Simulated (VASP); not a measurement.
# Ta (Im-3m) in VASP: notebook, part 2 of 3

VASP 6.6.1. Earlier steps stand in the parts before.

**4. Single point, PBE**

This run uses another cell than the first one, of 17.42 Å³/atom, 0.964 times its volume.

File INCAR:

```
  PREC = Accurate
  ENCUT = 520
  EDIFF = 1E-6
  ISMEAR = -1
  SIGMA = 0.05
  LREAL = F
  LASPH = T
  NELM = 60
  ALGO = Normal
  ISIF = 2
  LWAVE = F
  LCHARG = F
  GGA = PE
  NBANDS = 12
```

File KPOINTS:

```
regular mesh
0
Gamma
  11 11 11
```

File POSCAR:

```
Ta
1.0
   -1.6329844755      1.6329844755      1.6329844755
    1.6329844755     -1.6329844755      1.6329844755
    1.6329844755      1.6329844755     -1.6329844755
Ta
1
Direct
    0.0000000000      0.0000000000      0.0000000000
```

Potentials or basis: VASP PAW PBE potentials, release 64 (Ta_pv).

Started as:

```console
$ cat potpaw_PBE.64/Ta_pv/POTCAR > POTCAR
$ mpirun -np 1 vasp_std > vasp.out
```

OUTCAR:

```text
PREC = Accurate
   ENCUT = 520
   EDIFF = 1E-6
   ISMEAR = -1
   LREAL = F
   LASPH = T
   NELM = 60
   ISIF = 2
   GGA = PE

 ion  position               nearest neighbor table
   1  0.000  0.000  0.000-

  LATTYP: Found a body centered cubic cell.
 ALAT       =     3.2659689510

  Lattice vectors:

 A1 = (  -1.6329844755,   1.6329844755,   1.6329844755)
 A2 = (   1.6329844755,  -1.6329844755,   1.6329844755)
 A3 = (   1.6329844755,   1.6329844755,  -1.6329844755)

Analysis of symmetry for initial positions (statically):
=====================================================================
 Subroutine PRICEL returns:
 Original cell was already a primitive cell.

 Routine SETGRP: Setting up the symmetry group for a
 body centered cubic supercell.

 Subroutine GETGRP returns: Found 48 space group operations
 (whereof 48 operations were pure point group operations)
 out of a pool of 48 trial point group operations.

The static configuration has the point symmetry O_h .

Analysis of symmetry for dynamics (positions and initial velocities):
=====================================================================
 Subroutine PRICEL returns:
 Original cell was already a primitive cell.

 Routine SETGRP: Setting up the symmetry group for a
 body centered cubic supercell.

 Subroutine GETGRP returns: Found 48 space group operations
 (whereof 48 operations were pure point group operations)
 out of a pool of 48 trial point group operations.

The dynamic configuration has the point symmetry O_h .

 Subroutine INISYM returns: Found 48 space group operations
 (whereof 48 operations are pure point group operations),
 and found     1 'primitive' translations

----------------------------------------------------------------------------------------

                                     Primitive cell

  volume of cell :      17.4183

  direct lattice vectors                    reciprocal lattice vectors
    -1.632984476  1.632984476  1.632984476     0.000000000  0.306187847  0.306187847
     1.632984476 -1.632984476  1.632984476     0.306187847  0.000000000  0.306187847
     1.632984476  1.632984476 -1.632984476     0.306187847  0.306187847  0.000000000

  length of vectors
     2.828412080  2.828412080  2.828412080     0.433015005  0.433015005  0.433015005

  position of ions in fractional coordinates (direct lattice)
     0.000000000  0.000000000  0.000000000

  ion indices of the primitive-cell ions
   primitive index   ion index
                 1           1

----------------------------------------------------------------------------------------

 KPOINTS: regular mesh

Automatic generation of k-mesh.
 Grid dimensions read from file:
 generate k-points for:   11   11   11

 Generating k-lattice:

  Cartesian coordinates                     Fractional coordinates (reciprocal lattice)
     0.000000000  0.027835259  0.027835259     0.090909091  0.000000000  0.000000000
     0.027835259  0.000000000  0.027835259     0.000000000  0.090909091  0.000000000
     0.027835259  0.027835259  0.000000000     0.000000000  0.000000000  0.090909091

  Length of vectors
     0.039365000  0.039365000  0.039365000

  Shift w.r.t. Gamma in fractional coordinates (k-lattice)
     0.000000000  0.000000000  0.000000000

 Subroutine IBZKPT returns following result:
 ===========================================

 Found     56 irreducible k-points:

 Following reciprocal coordinates:
            Coordinates               Weight
  0.000000  0.000000  0.000000      1.000000
  0.090909  0.000000  0.000000     12.000000
  0.181818  0.000000  0.000000     12.000000
  0.272727  0.000000  0.000000     12.000000
  0.363636  0.000000  0.000000     12.000000
  0.454545  0.000000  0.000000     12.000000
[... 16 lines left out ...]
  0.272727  0.181818  0.090909     48.000000
  0.363636  0.181818  0.090909     24.000000
 [... further k-points ...]
   k-points           NKPTS =     56   k-points in BZ     NKDIM =     56   number of bands    NBANDS=     12
   number of dos      NEDOS =    301   number of ions     NIONS =      1
   total plane-waves  NPLWV =  13824
   dimension x,y,z NGX =    24 NGY =   24 NGZ =   24
   dimension x,y,z NGXF=    48 NGYF=   48 NGZF=   48
   ions per type =               1
   NGX,Y,Z   is equivalent  to a cutoff of  14.11, 14.11, 14.11 a.u.
   NGXF,Y,Z  is equivalent  to a cutoff of  28.21, 28.21, 28.21 a.u.
 SYSTEM =  unknown system
   PREC   = accura    normal or accurate (medium, high low for compatibility)
   ISTART =      0    job   : 0-new  1-cont  2-samecut
   ICHARG =      2    charge: 1-file 2-atom 10-const
   ISPIN  =      1    spin polarized calculation?
   LNONCOLLINEAR =      F non collinear calculations
   LSORBIT =      F    spin-orbit coupling
   LASPH  =      T    aspherical Exc in radial PAW
   ENCUT  =  520.0 eV  38.22 Ry    6.18 a.u.   5.26  5.26  5.26*2*pi/ulx,y,z
   NELM   =     60;   NELMIN=  2; NELMDL= -5     # of ELM steps
   EDIFF  = 0.1E-05   stopping-criterion for ELM
   LREAL  =      F    real-space projection
   EDIFFG = 0.1E-04   stopping-criterion for IOM
   NSW    =      0    number of steps for IOM
   IBRION =     -1    ionic relax: 0-MD 1-quasi-New 2-CG
   NFREE  =      0    steps in history (QN), initial steepest desc. (CG)
   ISIF   =      2    stress and relaxation
   ISYM   =      2    0-nonsym 1-usesym 2-fastsym
   POTIM  = 0.5000    time-step for ionic-motion
   TEBEG  =    0.0;   TEEND  =   0.0 temperature during run
   PSTRESS=    0.0 pullay stress
   NELECT =      11.0000    total number of electrons
   NUPDOWN=      -1.0000    fix difference up-down
   EMIN   =  10.00;   EMAX   =-10.00  energy-range for DOS
   EFERMI =   0.00;   METHOD = LEGACY
   ISMEAR =    -1;   SIGMA  =   0.05  broadening in eV -4-tet -1-fermi 0-gaus
   EFERMI_NEDOS =   21; number of points for ismear=-14 and -15
   IALGO  =     38    algorithm
   IMIX   =      4    mixing-type and parameters
     AMIX     =   0.40;   BMIX     =  1.00
     AMIX_MAG =   1.60;   BMIX_MAG =  1.00
  volume/ion in A,a.u.               =      17.42       117.54
  Fermi-wavevector in a.u.,A,eV,Ry     =   1.404549  2.654213 26.841014  1.972759
  Thomas-Fermi vector in A             =   2.527100
   LORBIT       =      0    0 simple, 1 ext, 2 COOP (PROOUT), +10 PAW based schemes
   GGA     = PE    functional components
   LHFCALC =     F    Hartree Fock is set to
   AEXX    =    0.0000 exact exchange contribution
   IVDW    =     0    specifies the selected vdW correction
   LEPSILON=     F    determine dielectric tensor
   LRPA    =     F    only Hartree local field effects (RPA)
 non-spin polarized calculation
  energy-cutoff  :      520.00
  volume of cell :       17.42
 maximum number of plane-waves:       478
 NGX is ok and might be reduce to    24
   NGX = 11   NGY = 11   NGZ = 11

 number of electron      11.0000001 magnetization

 Free energy of the ion-electron system (eV)
  ---------------------------------------------------
  ext. energy  EPLUGINS =         0.00000000
  ---------------------------------------------------
  free energy    TOTEN  =       -11.79495263 eV

  energy without entropy =      -11.78827932  energy(sigma->0) =      -11.79161597

 E-fermi :   5.7620     XC(G=0): -12.7899

 val. band max:        5.6599803198   @ k =  -0.4545  -0.4545   0.1818
 cond. band min:       5.8518911253   @ k =   0.3636   0.1818   0.0909
 fundamental gap:      0.1919108056
 Fermi energy:         5.7619570101

 k-point     1 :       0.0000    0.0000    0.0000
  band No.  band energies     occupation
      1     -27.1744      2.00000
      2     -27.1744      2.00000
      3     -27.1744      2.00000
      4      -2.2827      2.00000
      5       6.4961      0.00000
      6       6.4961      0.00000
      7       6.4961      0.00000
      8       9.8892      0.00000
      9       9.8892      0.00000
     10      20.5746      0.00000
     11      20.9304      0.00000
     12      20.9304      0.00000

 k-point     2 :       0.0909    0.0000    0.0000
  band No.  band energies     occupation
      1     -27.2880      2.00000
      2     -27.2090      2.00000
      3     -27.1751      2.00000
      4      -1.9017      2.00000
      5       6.2502      0.00011
      6       6.4116      0.00000
      7       6.8732      0.00000
      8       9.5215      0.00000
      9       9.8910      0.00000
     10      20.5745      0.00000
     11      21.2651      0.00000
     12      21.5959      0.00000
[... 316 lines left out ...]
 k-point    24 :       0.3636    0.1818    0.0909
  band No.  band energies     occupation
      1     -28.2551      2.00000
      2     -27.7707      2.00000
      3     -27.3910      2.00000
      4       2.8431      2.00000
      5       4.1046      2.00000
      6       5.8519      0.28402
      7      10.3584      0.00000
      8      10.9590      0.00000
      9      15.2914      0.00000
     10      16.2816      0.00000
     11      19.4985      0.00000
     12      20.5810      0.00000

 [... further k-points ...]
[... 5 lines left out ...]
  --------------------------------------------------------------------------------------
  -------------------------------------------------------------------------------------
  Total        1.1048280      1.1048280      1.1048280      0.0000000      0.0000000     -0.0000000
  in kB      101.6246555    101.6246555    101.6246555      0.0000000      0.0000000     -0.0000000
  external PRESSURE =     101.6246555 kB  Pullay stress =       0.0000000 kB

 VOLUME and BASIS-vectors are now :
 -----------------------------------------------------------------------------
  energy-cutoff  :      520.00
  volume of cell :       17.42
      direct lattice vectors                 reciprocal lattice vectors
    -1.632984476  1.632984476  1.632984476     0.000000000  0.306187847  0.306187847
     1.632984476 -1.632984476  1.632984476     0.306187847  0.000000000  0.306187847
     1.632984476  1.632984476 -1.632984476     0.306187847  0.306187847  0.000000000

 POSITION                                       TOTAL-FORCE (eV/Angst)
 -----------------------------------------------------------------------------------
      0.00000      0.00000      0.00000         0.000000      0.000000      0.000000
 -----------------------------------------------------------------------------------
    total drift:                               -0.000000      0.000000      0.000000

  FREE ENERGIE OF THE ION-ELECTRON SYSTEM (eV)
  ---------------------------------------------------
  free  energy   TOTEN  =       -11.7949526302 eV

  energy  without entropy=      -11.7882793193  energy(sigma->0) =      -11.79161597
```

Wall time 9.1 s (1 thread of Intel Xeon Platinum 8375C at 2.90GHz (Ice Lake), shared host); peak memory 0.14 GiB.

What came out:

| Item | Value |
| --- | --- |
| Free energy | -11.7950 eV |
| Pressure | 10.2 GPa |

Caveat: spin-orbit coupling is left out, which moves the levels of the heavy elements.

[end of part 2 of 3]
